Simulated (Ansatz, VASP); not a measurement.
One calculation of GeSe, two programs

```
CELL_PARAMETERS angstrom
11.21945 0.00000 0.00000
0.00000 3.88431 0.00000
0.00000 0.00000 4.52294
ATOMIC_POSITIONS crystal
Ge 0.12812 0.25000 0.12264
Ge 0.87188 0.75000 0.87736
Ge 0.37188 0.75000 0.62264
Ge 0.62812 0.25000 0.37736
Se 0.85442 0.25000 0.49741
Se 0.14558 0.75000 0.50259
Se 0.64558 0.75000 0.99741
Se 0.35442 0.25000 0.00259
```

Alike in both runs: task single point; functional PBE; k mesh 2 × 4 × 3; occupations fermi-dirac, width 0.01 eV; no spin polarisation.

|  | VASP | Ansatz |
| --- | --- | --- |
| version | VASP 6.6.1 | Ansatz 0.2.0 |
| potentials or method | VASP PAW PBE potentials, release 64 (Ge_d, Se), cutoff 500 eV | plane-wave PAW DFT |
| valence electrons in the cell | 80 | 120 |

|  | VASP | Ansatz | Ansatz less VASP |
| --- | --- | --- | --- |
| gap on the k mesh at the Fermi level (eV) | 0.86 | 0.87 | +0.007 |
| rms of the force components (eV/Å) | 0.013 | 0.004 | -0.0090 |

Atom by atom the forces differ by 0.009 eV/Å (rms over components). VASP's potentials hold 80 valence electrons a cell and Ansatz's 120, so a difference there can come from the potentials and not from the codes.

The k mesh is coarse, so the values compare programs but aren't converged.
